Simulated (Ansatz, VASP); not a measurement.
InAs in VASP and in Ansatz

File POSCAR:

```
InAs
1.0
    0.0000000000      3.0438898046      3.0438898046
    3.0438898046      0.0000000000      3.0438898046
    3.0438898046      3.0438898046      0.0000000000
In As
1 1
Direct
    0.0000000000      0.0000000000      0.0000000000
    0.2500000000      0.2500000000      0.2500000000
```

File INCAR.step1:

```
PREC     = Accurate       # precision mode
ENCUT    = 400            # plane-wave cutoff, eV
EDIFF    = 1E-5           # SCF threshold, eV
ISMEAR   = 0              # smearing method
SIGMA    = 0.1            # smearing width, eV
LREAL    = F              # projectors in reciprocal space
LASPH    = T              # aspherical terms in the spheres
NELM     = 120            # most SCF steps
ALGO     = Normal         # electronic algorithm
ISIF     = 2              # what is computed and relaxed
LWAVE    = T              # write WAVECAR
NBANDS   = 16             # bands
GGA      = PE             # functional
GGA_COMPAT= F
```

The input INCAR.step2:

```
PREC     = Accurate       # precision mode
ENCUT    = 400            # plane-wave cutoff, eV
EDIFF    = 1E-6           # SCF threshold, eV
ISMEAR   = 0              # smearing method
SIGMA    = 0.1            # smearing width, eV
LREAL    = F              # projectors in reciprocal space
LASPH    = T              # aspherical terms in the spheres
NELM     = 120            # most SCF steps
ALGO     = Normal         # electronic algorithm
ISIF     = 2              # what is computed and relaxed
LWAVE    = F              # write WAVECAR
LCHARG   = T              # write CHGCAR
GGA      = PE             # functional
LHFCALC  = T              # exact exchange
AEXX     = 1.0            # exact-exchange fraction
ALDAC    = 0.0          
AGGAC    = 0.0          
PRECFOCK = Normal       
LELF     = T              # ELF
LVHAR    = T            
NBANDS   = 16             # bands
ISTART   = 1            
GGA_COMPAT= F
```

Contents of KPOINTS:

```
Automatic mesh
0
Gamma
  4 4 4
```

Input for Ansatz:

```yaml
crystal:
  lattice:
    - [0.0, 3.0438898046, 3.0438898046]
    - [3.0438898046, 0.0, 3.0438898046]
    - [3.0438898046, 3.0438898046, 0.0]
  atoms:
    - { symbol: In, position: [0.0, 0.0, 0.0] }
    - { symbol: As, position: [0.25, 0.25, 0.25] }
basis:
  ecutwfc: 420
kpoints:
  mp_grid: { grid: [4, 4, 4] }
  band_path:
    path:
      - [0.0, 0.0, 0.0]
      - [-0.5, -0.5, 0.0]
      - [-0.375, -0.375, 0.25]
      - [-0.375, 0.0, 0.375]
      - [0.0, 0.0, 0.5]
      - [-0.5, -0.25, 0.25]
    npoints: 1
hamiltonian:
  xc: hf
scf:
  occupations: { method: gaussian, width: 0.1 }
  n_extra_bands: 4
output:
  eigenvalues: true
```

Alike in both runs: task single point; functional HF; k mesh 4 × 4 × 4; occupations gaussian, width 0.1 eV; no spin polarisation.

```csv
,VASP,Ansatz
version,VASP 6.6.1,Ansatz 0.2.0
potentials or method,"VASP PAW PBE potentials, release 64 (In_d, As), cutoff 400 eV","scalar-relativistic, plane waves, PAW"
valence electrons in the cell,18,28
```

Ansatz gave:

```
gap on the k mesh at the Fermi level (eV) : 6.13
least direct gap on the mesh (eV)         : 6.13
```

Q: Estimate VASP's values.

A: gap on the k mesh at the Fermi level (eV): 6.24; least direct gap on the mesh (eV): 6.24.

VASP's potentials were made for PBE, not for HF. VASP's potentials hold 18 valence electrons a cell and Ansatz's 28, so a difference there can come from the potentials and not from the codes.

The k mesh is coarse, so the values compare programs but aren't converged.
